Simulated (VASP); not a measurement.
Runs of VASP 6.6.1 on Be3B2Cl3. The structure is that of space group P4/mmm (No. 123), or close to it. The cells are those of the table. 

```tsv
task	cell	k mesh	cutoff (eV)	gap on the mesh (eV)	pressure (GPa)	relaxed volume (Å³/atom)	largest force (eV/Å)
single point	a = 3.772, b = 3.772, c = 9.031 Å, 8 atoms	4 × 4 × 4	520	none	0.0	-	(a)
relaxation of cell and atoms	relaxed from a = 4.263, b = 4.263, c = 6.651 Å, 8 atoms	4 × 4 × 4	600	none	0.0	16.03	0.03
single point	a = 3.756, b = 3.756, c = 9.032 Å, 8 atoms	10 × 10 × 4	520	none	0.0	-	0.01
single point	a = 4.263, b = 4.263, c = 6.651 Å, 8 atoms	4 × 4 × 4	520	none	19.9	-	(b)
relaxation of cell and atoms	relaxed from a = 3.772, b = 3.772, c = 9.031 Å, 8 atoms	10 × 10 × 4	600	none	0.0	15.93	0.01
```

Alike in all rows: level PBE; potentials or basis VASP PAW PBE potentials, release 64 (Be, B, Cl); no spin polarisation; smearing gaussian 0.1 eV.

Q: Estimate the missing entries.

A: (a) 0.02; (b) 12.02.

Caveats: some runs use coarse meshes; an odd number of electrons without spin polarisation forces a metal; a magnetic or distorted state may lie lower.

A gap of «none» marks levels without a gap at the run's occupations.
